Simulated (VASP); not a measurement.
Here is a VASP 6.6.1 calculation.

Contents of INCAR:

```
  PREC = Accurate
  ENCUT = 520
  EDIFF = 1E-7
  ISMEAR = -1
  SIGMA = 0.15
  LREAL = False
  LASPH = True
  NELM = 80
  ALGO = Normal
  ISIF = 2
  LWAVE = False
  LCHARG = False
  GGA = PE
  NBANDS = 12
```

File KPOINTS:

```
regular mesh
0
Gamma
  20 20 20
```

Contents of POSCAR:

```
Cu
1.0
    0.0000000000      1.8151656788      1.8151656788
    1.8151656788      0.0000000000      1.8151656788
    1.8151656788      1.8151656788      0.0000000000
Cu
1
Direct
    0.0000000000      0.0000000000      0.0000000000
```

Potentials or basis: VASP PAW PBE potentials, release 64 (Cu).

Launch:

```console
$ cat potpaw_PBE.64/Cu/POTCAR > POTCAR
$ mpirun -np 1 vasp_std > vasp.out
```

Estimate the pressure.

0.5 GPa.
